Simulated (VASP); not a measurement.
Here is a VASP 6.6.1 calculation.

The input INCAR:

```
SYSTEM = AgBr
PREC = Accurate
ENCUT = 400
EDIFF = 1E-8
ISMEAR = -1
SIGMA = 0.03
LREAL = .FALSE.
LASPH = .TRUE.
NELM = 120
ALGO = Normal
ISIF = 2
LWAVE = .FALSE.
LCHARG = .FALSE.
GGA = PE
LEFG = .TRUE.
NBANDS = 16
GGA_COMPAT = .FALSE.
```

Contents of KPOINTS:

```
Automatic mesh
0
G
  7 7 7
  0 0 0
```

The input POSCAR:

```
AgBr
1.0
    0.0000000000      2.8860500000      2.9149105000
    2.8860500000      0.0000000000      2.9149105000
    2.8860500000      2.8860500000      0.0000000000
Ag Br
1 1
Direct
    0.5000000000      0.5000000000      0.5000000000
    0.0000000000      0.0000000000      0.0000000000
```

Potentials or basis: VASP PAW PBE potentials, release 64 (Ag, Br).

Run with:

```bash
$ cat potpaw_PBE.64/Ag/POTCAR potpaw_PBE.64/Br/POTCAR > POTCAR
$ mpirun -np 1 vasp_std > vasp.out
```

Predict the pressure.

0.8 GPa.

Estimate the band gap on the k mesh.

0.72 eV (least direct gap 2.49 eV).

Electric field gradients, principal values (V/Å²):
| atom | least | middle | greatest (by size) |
| --- | --- | --- | --- |
| 1 Ag | -2.680 | -2.683 | 5.363 |
| 2 Br | 4.960 | 4.961 | -9.921 |

Caveat: the cell differs from its parent crystal (zz strain of +1 %); semilocal functionals underestimate gaps, and a narrow one can read as zero; without QUAD_EFG the Cq values of the log hold for a quadrupole moment of 1 mb, not for the nuclei. A k mesh can miss the band edges.
